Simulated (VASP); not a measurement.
**HfO2: single point with PBE**

The system is HfO2.

```
Hf O
1.0
     5.11800    0.00000    0.00000
     0.00000    5.18570    0.00000
    -0.85866    0.00000    5.16173
Hf O
4 8
Direct
  0.27668 0.04128 0.20792
  0.72332 0.54128 0.29208
  0.72332 0.95872 0.79208
  0.27668 0.45872 0.70792
  0.44615 0.75883 0.48246
  0.55385 0.25883 0.01754
  0.55385 0.24117 0.51754
  0.44615 0.74117 0.98246
  0.07582 0.34652 0.33187
  0.92418 0.84652 0.16813
  0.92418 0.65348 0.66813
  0.07582 0.15348 0.83187
```

This cell differs from its parent crystal: z stretched by -1 %, then relaxed in part.

| Property | Result |
| --- | --- |
| Program | VASP 6.6.1 |
| Task | single point |
| Functional | PBE |
| Potentials or basis | VASP PAW PBE potentials, release 64 (Hf_pv, O) |
| Cutoff | 520 eV |
| k mesh | 6 × 6 × 6 |
| Occupations | fermi-dirac, width 0.02 eV |
| Spin | no spin polarisation |
| Dipole correction | no |
| Further INCAR settings | ALGO = Normal; EDIFF = 1e-06; NBANDS = 56 |

The pressure is 3.3 GPa. The largest force is 0.077 eV/Å and the band gap on the k mesh is 4.06 eV (least direct gap 4.15 eV).

Forces in eV/Å, atoms in the order of the input:
```
Hf  -0.040  0.030 -0.059
Hf   0.040  0.030  0.059
Hf   0.040 -0.030  0.059
Hf  -0.040 -0.030 -0.059
O    0.050  0.002 -0.004
O   -0.050  0.002  0.004
O   -0.050 -0.002  0.004
O    0.050 -0.002 -0.004
O   -0.002 -0.013  0.052
O    0.002 -0.013 -0.052
O    0.002  0.013 -0.052
O   -0.002  0.013  0.052
```

Stress tensor (GPa, compression positive):
```
 2.13  0.00 -0.14
 0.00  3.77  0.00
-0.14  0.00  4.00
```

Levels at points of the mesh, in eV from the valence-band top:
```csv
k point,band 40,band 41,band 42,band 43,band 44,band 45,band 46,band 47,band 48,band 49
"(0.00, 0.00, 0.00)",-1.03,-0.65,-0.45,-0.23,0.00,4.46,5.14,5.24,5.53,5.70
"(0.50, 0.00, 0.00)",-0.93,-0.67,-0.65,-0.38,-0.10,4.06,5.16,5.35,5.41,5.77
"(0.00, 0.50, 0.00)",-1.12,-0.82,-0.82,-0.50,-0.50,4.99,4.99,5.57,5.57,5.88
"(0.50, 0.50, 0.00)",-1.34,-0.92,-0.92,-0.63,-0.63,4.80,4.80,5.29,5.29,6.01
"(0.00, 0.00, 0.50)",-0.93,-0.89,-0.89,-0.45,-0.45,4.70,4.70,5.22,5.22,6.17
"(0.50, 0.00, 0.50)",-1.31,-0.99,-0.99,-0.41,-0.41,4.40,4.40,5.39,5.39,5.78
"(0.00, 0.50, 0.50)",-0.97,-0.90,-0.90,-0.64,-0.64,4.91,4.91,5.16,5.16,5.91
"(0.50, 0.50, 0.50)",-1.17,-1.15,-1.15,-0.73,-0.73,4.70,4.70,5.31,5.31,5.57
```

Run time: 9.8 min on 1 thread of Intel(R) Xeon(R) Platinum 8259CL CPU @ 2.50GHz (Skylake/Cascade Lake) (shared host), peak memory 0.54 GiB.

Caveat: the cell differs from its parent crystal (z stretched by -1 %, then relaxed in part); the cell stands under pressure; spin-orbit coupling is left out, which moves the levels of the heavy elements. A k mesh can miss the band edges.
